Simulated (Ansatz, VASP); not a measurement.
# Nb3Sn in VASP and in Ansatz

```
Nb Sn
1.0
     4.23041    0.00000    0.00000
     0.00000    4.23041    0.00000
     0.00000    0.00000    4.23041
Nb Sn
3 1
Direct
  0.00000 0.50000 0.50000
  0.50000 0.00000 0.50000
  0.50000 0.50000 0.00000
  0.00000 0.00000 0.00000
```

Alike in both runs: task relaxation of cell and atoms; functional PBE; k mesh 12 × 12 × 12; occupations gaussian, width 0.1 eV; no spin polarisation.

|  | VASP | Ansatz |
| --- | --- | --- |
| version | VASP 6.6.1 | Ansatz 0.2.0 |
| potentials or method | VASP PAW PBE potentials, release 64 (Nb_sv, Sn_d), cutoff 600 eV | scalar-relativistic, plane waves, PAW |
| valence electrons in the cell | 53 | 53 |

|  | VASP | Ansatz | Ansatz less VASP |
| --- | --- | --- | --- |
| gap on the k mesh at the Fermi level, each at its own relaxed structure (eV) | none | none | - |
| relaxed volume (Å³/atom) | 18.81 | 18.85 | +0.032 |
| relaxed length of the cell vector where the two differ most in proportion (Å) | 4.222 | 4.224 | +0.0024 |

A gap of «none» marks a metal or a gap that the smearing closes.
